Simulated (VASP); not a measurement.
# Sb (R-3m) in VASP: notebook

Aim: see how the results for Sb move with the level of theory and the settings. Levels: PBE0, PBEsol-based screened hybrid with 25 % exact exchange, r2SCAN. Tasks: single point.

All numbers are computed with VASP 6.6.1; they aren't measurements. Logs are shortened: lines on timing, memory, paths and dates and some standing lists are left out, and cuts for length are marked.

## 1. The cell of the first run

The structure is trigonal, space group R-3m (No. 166). The conventional cell has a = 4.393 Å, b = 4.393 Å, c = 11.495 Å, α = 90.00°, β = 90.00°, γ = 120.00°. Sb (site symmetry 3m) has 6 Sb at 2.97 to 3.42 Å within 3.9 Å.

## 2. Single point, PBE0

File POSCAR:

```
Sb
1.0
    2.1964499421      1.2681209653      3.8317049867
   -2.1964499421      1.2681209653      3.8317049867
    0.0000000000     -2.5362419306      3.8317049867
Sb
2
Direct
    0.7665100000      0.7665100000      0.7665100000
    0.2334900000      0.2334900000      0.2334900000
```

File INCAR.step1:

```
  ALGO = Normal
  EDIFF = 1E-5
  ENCUT = 400
  GGA = PE
  GGA_COMPAT = False
  ISIF = 2
  ISMEAR = -1
  LASPH = True
  LREAL = False
  LWAVE = True
  NBANDS = 22
  NELM = 120
  PREC = Accurate
  SIGMA = 0.05
```

File INCAR.step2:

```
  AEXX = 0.25
  ALGO = Normal
  EDIFF = 1E-6
  ENCUT = 400
  GGA = PE
  GGA_COMPAT = False
  ISIF = 2
  ISMEAR = -1
  ISTART = 1
  LASPH = True
  LCHARG = True
  LELF = True
  LHFCALC = True
  LREAL = False
  LVHAR = True
  LWAVE = False
  NBANDS = 22
  NELM = 120
  PREC = Accurate
  PRECFOCK = Normal
  SIGMA = 0.05
```

File KPOINTS:

```
k-points
0
Gamma
  4 4 4
```

Potentials or basis: VASP PAW PBE potentials, release 64 (Sb_d_GW).

Command:

```
cat potpaw_PBE.64/Sb_d_GW/POTCAR > POTCAR
cp INCAR.step1 INCAR
mpirun -np 1 vasp_std > vasp.out
cp INCAR.step2 INCAR
mpirun -np 1 vasp_std > vasp.out
```

OUTCAR:

```text
AEXX = 0.25
   EDIFF = 1E-6
   ENCUT = 400
   GGA = PE
   ISIF = 2
   ISMEAR = -1
   ISTART = 1
   LASPH = True
   LHFCALC = True
   LREAL = False
   NELM = 120
   PREC = Accurate
   PRECFOCK = Normal

 ion  position               nearest neighbor table
   1  0.767  0.767  0.767-   2 2.97   2 2.97   2 2.97   2 3.42   2 3.42   2 3.42
   2  0.233  0.233  0.233-   1 2.97   1 2.97   1 2.97   1 3.42   1 3.42   1 3.42

  LATTYP: Found a trigonal (rhomboedric) cell.
 ALAT       =     4.5950501886
 COS(alpha) =     0.5430253624

  Lattice vectors:

 A1 = (   2.1964499421,   1.2681209653,   3.8317049867)
 A2 = (  -2.1964499421,   1.2681209653,   3.8317049867)
 A3 = (   0.0000000000,  -2.5362419306,   3.8317049867)

Analysis of symmetry for initial positions (statically):
=====================================================================
 Subroutine PRICEL returns:
 Original cell was already a primitive cell.

 Routine SETGRP: Setting up the symmetry group for a
 trigonal (rhombohedral) supercell.

 Subroutine GETGRP returns: Found 12 space group operations
 (whereof 12 operations were pure point group operations)
 out of a pool of 12 trial point group operations.

The static configuration has the point symmetry D_3d.

Analysis of symmetry for dynamics (positions and initial velocities):
=====================================================================
 Subroutine PRICEL returns:
 Original cell was already a primitive cell.

 Routine SETGRP: Setting up the symmetry group for a
 trigonal (rhombohedral) supercell.

 Subroutine GETGRP returns: Found 12 space group operations
 (whereof 12 operations were pure point group operations)
 out of a pool of 12 trial point group operations.

The dynamic configuration has the point symmetry D_3d.

 Subroutine INISYM returns: Found 12 space group operations
 (whereof 12 operations are pure point group operations),
 and found     1 'primitive' translations

----------------------------------------------------------------------------------------

                                     Primitive cell

  volume of cell :      64.0362

  direct lattice vectors                    reciprocal lattice vectors
     2.196449942  1.268120965  3.831704987     0.227640062  0.131428051  0.086993475
    -2.196449942  1.268120965  3.831704987    -0.227640062  0.131428051  0.086993475
     0.000000000 -2.536241931  3.831704987     0.000000000 -0.262856102  0.086993475

  length of vectors
     4.595050189  4.595050189  4.595050189     0.276877581  0.276877581  0.276877581

  position of ions in fractional coordinates (direct lattice)
     0.766510000  0.766510000  0.766510000
     0.233490000  0.233490000  0.233490000

  ion indices of the primitive-cell ions
   primitive index   ion index
                 1           1
                 2           2

----------------------------------------------------------------------------------------

 KPOINTS: k-points

Automatic generation of k-mesh.
 Grid dimensions read from file:
 generate k-points for:    4    4    4

 Generating k-lattice:

  Cartesian coordinates                     Fractional coordinates (reciprocal lattice)
     0.056910015  0.032857013  0.021748369     0.250000000 -0.000000000 -0.000000000
    -0.056910015  0.032857013  0.021748369    -0.000000000  0.250000000 -0.000000000
     0.000000000 -0.065714025  0.021748369    -0.000000000 -0.000000000  0.250000000

  Length of vectors
     0.069219395  0.069219395  0.069219395

  Shift w.r.t. Gamma in fractional coordinates (k-lattice)
     0.000000000  0.000000000  0.000000000

 Subroutine IBZKPT returns following result:
 ===========================================

 Found     13 irreducible k-points:

 Following reciprocal coordinates:
            Coordinates               Weight
  0.000000  0.000000  0.000000      1.000000
  0.250000  0.000000 -0.000000      6.000000
  0.500000  0.000000 -0.000000      3.000000
  0.250000  0.250000 -0.000000      6.000000
  0.500000  0.250000 -0.000000     12.000000
 -0.250000  0.250000  0.000000      6.000000
  0.500000  0.500000 -0.000000      3.000000
  0.250000  0.250000  0.250000      2.000000
  0.500000  0.250000  0.250000      6.000000
 -0.250000  0.250000  0.250000      6.000000
  0.500000  0.500000  0.250000      6.000000
 -0.250000  0.500000  0.250000      6.000000
  0.500000  0.500000  0.500000      1.000000
   k-points           NKPTS =     13   k-points in BZ     NKDIM =     64   number of bands    NBANDS=     22
   number of dos      NEDOS =    301   number of ions     NIONS =      2
   total plane-waves  NPLWV =  27000
   dimension x,y,z NGX =    30 NGY =   30 NGZ =   30
   dimension x,y,z NGXF=    60 NGYF=   60 NGZF=   60
   ions per type =               2
   NGX,Y,Z   is equivalent  to a cutoff of  10.85, 10.85, 10.85 a.u.
   NGXF,Y,Z  is equivalent  to a cutoff of  21.71, 21.71, 21.71 a.u.
 SYSTEM =  unknown system
   PREC   = accura    normal or accurate (medium, high low for compatibility)
   ISTART =      1    job   : 0-new  1-cont  2-samecut
   ICHARG =      0    charge: 1-file 2-atom 10-const
   ISPIN  =      1    spin polarized calculation?
   LNONCOLLINEAR =      F non collinear calculations
   LSORBIT =      F    spin-orbit coupling
   LASPH  =      T    aspherical Exc in radial PAW
   ENCUT  =  400.0 eV  29.40 Ry    5.42 a.u.   7.49  7.49  7.49*2*pi/ulx,y,z
   NELM   =    120;   NELMIN=  2; NELMDL=  0     # of ELM steps
   EDIFF  = 0.1E-05   stopping-criterion for ELM
   LREAL  =      F    real-space projection
   EDIFFG = 0.1E-04   stopping-criterion for IOM
   NSW    =      0    number of steps for IOM
   IBRION =     -1    ionic relax: 0-MD 1-quasi-New 2-CG
   NFREE  =      0    steps in history (QN), initial steepest desc. (CG)
   ISIF   =      2    stress and relaxation
   ISYM   =      3    0-nonsym 1-usesym 2-fastsym
   POTIM  = 0.5000    time-step for ionic-motion
   TEBEG  =    0.0;   TEEND  =   0.0 temperature during run
   PSTRESS=    0.0 pullay stress
   NELECT =      30.0000    total number of electrons
   NUPDOWN=      -1.0000    fix difference up-down
   EMIN   =  10.00;   EMAX   =-10.00  energy-range for DOS
   EFERMI =   0.00;   METHOD = LEGACY
   ISMEAR =    -1;   SIGMA  =   0.05  broadening in eV -4-tet -1-fermi 0-gaus
   EFERMI_NEDOS =   21; number of points for ismear=-14 and -15
   IALGO  =     38    algorithm
   IMIX   =      1    mixing-type and parameters
     AMIX     =   0.40;   BMIX     =  1.00
     AMIX_MAG =   1.60;   BMIX_MAG =  1.00
  volume/ion in A,a.u.               =      32.02       216.07
  Fermi-wavevector in a.u.,A,eV,Ry     =   1.271472  2.402734 21.995738  1.616641
  Thomas-Fermi vector in A             =   2.404403
   LORBIT       =      0    0 simple, 1 ext, 2 COOP (PROOUT), +10 PAW based schemes
   GGA     = PE    functional components
   LHFCALC =     T    Hartree Fock is set to
   PRECFOCK=normal    Normal, Fast or Accurate (Low or Medium for compatibility)
   ENCUT4O =  -1.0   cutoff for four orbital integrals eV
   NKREDX  =     1    reduce k-point grid by
   NKREDY  =     1    reduce k-point grid by
   NKREDZ  =     1    reduce k-point grid by
   AEXX    =    0.2500 exact exchange contribution
   HFSCREEN=    0.0000 screening length (either q_TF or 0.3 A-1)
   HFSCREENC=   0.0000 screening length for correlation (either q_TF or 0.3 A-1)
   ENCUTFOCK=  -1.0 apply spherical cutoff to Coloumb kernel
   IVDW    =     0    specifies the selected vdW correction
   LEPSILON=     F    determine dielectric tensor
   LRPA    =     F    only Hartree local field effects (RPA)
 non-spin polarized calculation
  energy-cutoff  :      400.00
  volume of cell :       64.04
 maximum number of plane-waves:      1179
 NGX is ok and might be reduce to    30
  NGX = 24; NGY = 24; NGZ = 24

 number of electron      30.0000032 magnetization

 Free energy of the ion-electron system (eV)
  ---------------------------------------------------
  ext. energy  EPLUGINS =         0.00000000
  ---------------------------------------------------
  free energy    TOTEN  =       -11.01555317 eV

  energy without entropy =      -11.01554769  energy(sigma->0) =      -11.01555043

 E-fermi :   4.4449     XC(G=0):  -7.6356

 val. band max:        3.9671477451   @ k =   0.5000   0.5000   0.5000
 cond. band min:       4.9367722325   @ k =   0.5000   0.0000  -0.0000
 fundamental gap:      0.9696244874
 Fermi energy:         4.4449274866

 k-point     1 :       0.0000    0.0000    0.0000
  band No.  band energies     occupation
      1     -27.6723      2.00000
      2     -27.6723      2.00000
      3     -27.5952      2.00000
      4     -27.5952      2.00000
      5     -27.5599      2.00000
      6     -27.4921      2.00000
[... 14 lines left out ...]
     21      10.7635      0.00000
     22      12.2258      0.00000

 k-point     2 :       0.2500    0.0000   -0.0000
  band No.  band energies     occupation
      1     -27.6534      2.00000
      2     -27.6424      2.00000
      3     -27.5849      2.00000
      4     -27.5775      2.00000
      5     -27.5486      2.00000
      6     -27.5060      2.00000
[... 14 lines left out ...]
     21      11.6641      0.00000
     22      15.5874      0.00000

 k-point     3 :       0.5000    0.0000   -0.0000
  band No.  band energies     occupation
      1     -27.6295      2.00000
      2     -27.5914      2.00000
      3     -27.5667      2.00000
      4     -27.5459      2.00000
      5     -27.5437      2.00000
      6     -27.5335      2.00000
[... 14 lines left out ...]
     21      14.7683      0.00000
     22      14.8061      0.00000

 k-point     4 :       0.2500    0.2500   -0.0000
  band No.  band energies     occupation
      1     -27.6698      2.00000
      2     -27.6229      2.00000
      3     -27.5905      2.00000
      4     -27.5723      2.00000
      5     -27.5454      2.00000
      6     -27.5111      2.00000
[... 14 lines left out ...]
     21      12.7151      0.00000
     22      13.8105      0.00000

 k-point     5 :       0.5000    0.2500   -0.0000
  band No.  band energies     occupation
      1     -27.6517      2.00000
      2     -27.5906      2.00000
      3     -27.5726      2.00000
      4     -27.5602      2.00000
      5     -27.5345      2.00000
      6     -27.5320      2.00000
[... 14 lines left out ...]
     21      14.9199      0.00000
     22      15.3706      0.00000

 k-point     6 :      -0.2500    0.2500    0.0000
  band No.  band energies     occupation
      1     -27.6509      2.00000
      2     -27.5818      2.00000
      3     -27.5723      2.00000
      4     -27.5616      2.00000
      5     -27.5454      2.00000
      6     -27.5295      2.00000
[... 14 lines left out ...]
     21      13.7006      0.00000
     22      14.8523      0.00000

 k-point     7 :       0.5000    0.5000   -0.0000
  band No.  band energies     occupation
      1     -27.6669      2.00000
      2     -27.6032      2.00000
      3     -27.5793      2.00000
      4     -27.5396      2.00000
      5     -27.5396      2.00000
      6     -27.5286      2.00000
[... 14 lines left out ...]
     21      15.5986      0.00000
     22      16.0707      0.00000

 k-point     8 :       0.2500    0.2500    0.2500
  band No.  band energies     occupation
      1     -27.6537      2.00000
      2     -27.6537      2.00000
      3     -27.5877      2.00000
      4     -27.5877      2.00000
      5     -27.5520      2.00000
      6     -27.4977      2.00000
[... 14 lines left out ...]
     21      11.6673      0.00000
     22      14.8783      0.00000

 k-point     9 :       0.5000    0.2500    0.2500
  band No.  band energies     occupation
      1     -27.6374      2.00000
      2     -27.6308      2.00000
      3     -27.5760      2.00000
      4     -27.5721      2.00000
      5     -27.5458      2.00000
      6     -27.5067      2.00000
[... 14 lines left out ...]
     21      13.0776      0.00000
     22      14.4870      0.00000

 k-point    10 :      -0.2500    0.2500    0.2500
  band No.  band energies     occupation
      1     -27.6501      2.00000
      2     -27.5974      2.00000
      3     -27.5743      2.00000
      4     -27.5423      2.00000
      5     -27.5369      2.00000
      6     -27.5360      2.00000
[... 14 lines left out ...]
     21      15.1750      0.00000
     22      15.7680      0.00000

 k-point    11 :       0.5000    0.5000    0.2500
  band No.  band energies     occupation
      1     -27.6509      2.00000
      2     -27.6170      2.00000
      3     -27.5819      2.00000
      4     -27.5666      2.00000
      5     -27.5408      2.00000
      6     -27.5142      2.00000
[... 14 lines left out ...]
     21      14.5974      0.00000
     22      15.6797      0.00000

 k-point    12 :      -0.2500    0.5000    0.2500
  band No.  band energies     occupation
      1     -27.6499      2.00000
      2     -27.6013      2.00000
      3     -27.5688      2.00000
      4     -27.5663      2.00000
      5     -27.5342      2.00000
      6     -27.5286      2.00000
[... 14 lines left out ...]
     21      16.0486      0.00000
     22      16.0798      0.00000

 k-point    13 :       0.5000    0.5000    0.5000
  band No.  band energies     occupation
      1     -27.6309      2.00000
      2     -27.6309      2.00000
      3     -27.5790      2.00000
      4     -27.5790      2.00000
      5     -27.5419      2.00000
      6     -27.5029      2.00000
[... 14 lines left out ...]
     21      14.5185      0.00000
     22      14.8820      0.00000

------------------------ aborting loop because EDIFF is reached ----------------------------------------

  FORCE on cell =-STRESS in cart. coord.  units (eV):
  Direction    XX          YY          ZZ          XY          YZ          ZX
  --------------------------------------------------------------------------------------
  -------------------------------------------------------------------------------------
  Total       -1.1730538     -1.1730538     -1.1690063      0.0000000      0.0000000      0.0000000
  in kB      -29.3496698    -29.3496698    -29.2484019      0.0000000      0.0000000      0.0000000
  external PRESSURE =     -29.3159138 kB  Pullay stress =       0.0000000 kB

 VOLUME and BASIS-vectors are now :
 -----------------------------------------------------------------------------
  energy-cutoff  :      400.00
  volume of cell :       64.04
      direct lattice vectors                 reciprocal lattice vectors
     2.196449942  1.268120965  3.831704987     0.227640062  0.131428051  0.086993475
    -2.196449942  1.268120965  3.831704987    -0.227640062  0.131428051  0.086993475
     0.000000000 -2.536241931  3.831704987     0.000000000 -0.262856102  0.086993475

 POSITION                                       TOTAL-FORCE (eV/Angst)
 -----------------------------------------------------------------------------------
      0.00000      0.00000      8.81112         0.000000     -0.000000      0.654161
      0.00000      0.00000      2.68399         0.000000      0.000000     -0.654161
 -----------------------------------------------------------------------------------
    total drift:                                0.000003      0.000007     -0.000010

  FREE ENERGIE OF THE ION-ELECTRON SYSTEM (eV)
  ---------------------------------------------------
  free  energy   TOTEN  =       -11.0155531708 eV

  energy  without entropy=      -11.0155476866  energy(sigma->0) =      -11.01555043
```

Wall time 29 min (1 thread of Intel Xeon Platinum 8488C (Sapphire Rapids), shared host); peak memory 0.19 GiB.

Results:

```
Free energy            : -11.0156 eV
Pressure               : -2.9 GPa
Largest force          : 0.654 eV/Å
Band gap on the k mesh : 0.97 eV (least direct gap 1.01 eV)
```

Forces on the atoms (eV/Å):
```
Sb   0.000  0.000  0.654
Sb   0.000  0.000 -0.654
```

Levels at points of the mesh, in eV from the valence-band top:
| k point | band 11 | band 12 | band 13 | band 14 | band 15 | band 16 | band 17 | band 18 | band 19 | band 20 |
| --- | --- | --- | --- | --- | --- | --- | --- | --- | --- | --- |
| (0.00, 0.00, 0.00) | -13.46 | -5.17 | -1.93 | -1.65 | -1.65 | 3.46 | 4.11 | 4.11 | 6.70 | 6.70 |
| (0.50, 0.00, 0.00) | -10.97 | -10.21 | -1.79 | -1.67 | -0.04 | 0.97 | 1.42 | 1.75 | 9.19 | 9.93 |
| (0.50, 0.50, 0.00) | -10.98 | -8.49 | -5.54 | -3.72 | -3.60 | 2.98 | 6.37 | 6.97 | 8.35 | 10.67 |
| (0.50, 0.50, 0.50) | -11.84 | -9.53 | -1.12 | -1.12 | 0.00 | 1.34 | 1.34 | 2.07 | 8.59 | 10.55 |

Caveat: the k points lie up to 0.43 Å⁻¹ apart; the PAW data sets were made with another functional, which shifts forces and pressure a little; spin-orbit coupling is left out, which moves the levels of the heavy elements.

## 3. Single point, PBEsol-based screened hybrid with 25 % exact exchange

This run uses another cell than the first one, of 30.18 Å³/atom.

File POSCAR:

```
Sb
1.0
    2.1599482920      1.2470467278      3.7344488395
   -2.1599482920      1.2470467278      3.7344488395
    0.0000000000     -2.4940934556      3.7344488395
Sb
2
Direct
    0.7693249688      0.7693249688      0.7693249688
    0.2306750312      0.2306750312      0.2306750312
```

File INCAR.step1:

```
  PREC = Accurate
  ENCUT = 400
  EDIFF = 1E-5
  ISMEAR = -1
  SIGMA = 0.05
  LREAL = F
  LASPH = T
  NELM = 120
  ALGO = Normal
  ISIF = 2
  LWAVE = T
  LCHARG = F
  GGA = PE
  NBANDS = 22
  GGA_COMPAT = F
```

File INCAR.step2:

```
  PREC = Accurate
  ENCUT = 400
  EDIFF = 1E-6
  ISMEAR = -1
  SIGMA = 0.05
  LREAL = F
  LASPH = T
  NELM = 120
  ALGO = Normal
  ISIF = 2
  LWAVE = F
  LCHARG = F
  GGA = PS
  LHFCALC = T
  AEXX = 0.25
  HFSCREEN = 0.207
  PRECFOCK = Normal
  ISTART = 1
  NBANDS = 22
  GGA_COMPAT = F
```

File KPOINTS:

```
regular mesh
0
Gamma
  4 4 4
```

Potentials or basis: VASP PAW PBE potentials, release 64 (Sb_d_GW).

Command:

```
cat potpaw_PBE.64/Sb_d_GW/POTCAR > POTCAR
cp INCAR.step1 INCAR
mpirun -np 1 vasp_std > vasp.out
cp INCAR.step2 INCAR
mpirun -np 1 vasp_std > vasp.out
```

Wall time 29 min (1 thread of Intel Xeon Platinum 8375C at 2.90GHz (Ice Lake), shared host); peak memory 0.29 GiB.

The run converged. Its results:

```
Free energy : -10.4756 eV
Pressure    : -0.3 GPa
```

Levels at points of the mesh, in eV from the Fermi level:
| k point | band 12 | band 13 | band 14 | band 15 | band 16 | band 17 | band 18 | band 19 |
| --- | --- | --- | --- | --- | --- | --- | --- | --- |
| (0.00, 0.00, 0.00) | -4.92 | -2.01 | -2.00 | -2.00 | 2.40 | 3.30 | 3.30 | 5.87 |
| (0.50, 0.00, 0.00) | -10.55 | -2.27 | -1.96 | -0.15 | 0.15 | 0.83 | 1.11 | 8.46 |
| (0.50, 0.50, 0.00) | -8.77 | -5.84 | -4.05 | -3.97 | 1.83 | 5.90 | 6.56 | 8.07 |
| (0.50, 0.50, 0.50) | -9.64 | -1.55 | -1.55 | -0.36 | 0.54 | 0.54 | 1.52 | 7.73 |

Caveat: the k points lie up to 0.44 Å⁻¹ apart; the PAW data sets were made with another functional, which shifts forces and pressure a little; spin-orbit coupling is left out, which moves the levels of the heavy elements.

[end of part 1 of 2]

The gap in the log of VASP goes by the Fermi energy; the results here count the filled bands.